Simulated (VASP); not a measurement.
Here is a VASP 6.6.1 calculation.

Contents of INCAR:

```
PREC = Accurate
ENCUT = 520
EDIFF = 1E-7
ISMEAR = 0
SIGMA = 0.03
LREAL = F
LASPH = T
NELM = 100
ALGO = Normal
ISIF = 2
LWAVE = F
LCHARG = F
GGA = PS
NBANDS = 16
```

The input KPOINTS:

```
regular mesh
0
Gamma
  10 10 10
```

POSCAR

```
Si
1.0
   -3.5658703553      3.5658703553      1.9186812134
    3.5658703553     -3.5658703553      1.9186812134
    3.4107241816      3.4107241816     -1.9186812134
Si
4
Direct
    0.1787304307      0.1787304307      0.3574608614
    0.8212695693      0.8212695693      0.6425391386
    0.1787304307      0.8212695693      0.0000000000
    0.8212695693      0.1787304307      0.0000000000
```

Potentials or basis: VASP PAW PBE potentials, release 64 (Si).

The run is started by

```bash
$ cat potpaw_PBE.64/Si/POTCAR > POTCAR
$ mpirun -np 1 vasp_std > vasp.out
```

Question: Predict the pressure.

Answer: -6.5 GPa.

Question: Estimate the band gap on the k mesh.

Answer: 0.03 eV (least direct gap 0.68 eV).

Question: Estimate the largest force.

Answer: 0.587 eV/Å.

Forces on the atoms (eV/Å):
```
Si  -0.415 -0.415  0.000
Si   0.415  0.415  0.000
Si   0.226 -0.226  0.000
Si  -0.226  0.226  0.000
```

Caveat: the stress differs along the axes, from -9 to -2 GPa; the smearing spreads over this small gap; the PAW data sets were made with another functional, which shifts forces and pressure a little. A k mesh can miss the band edges.
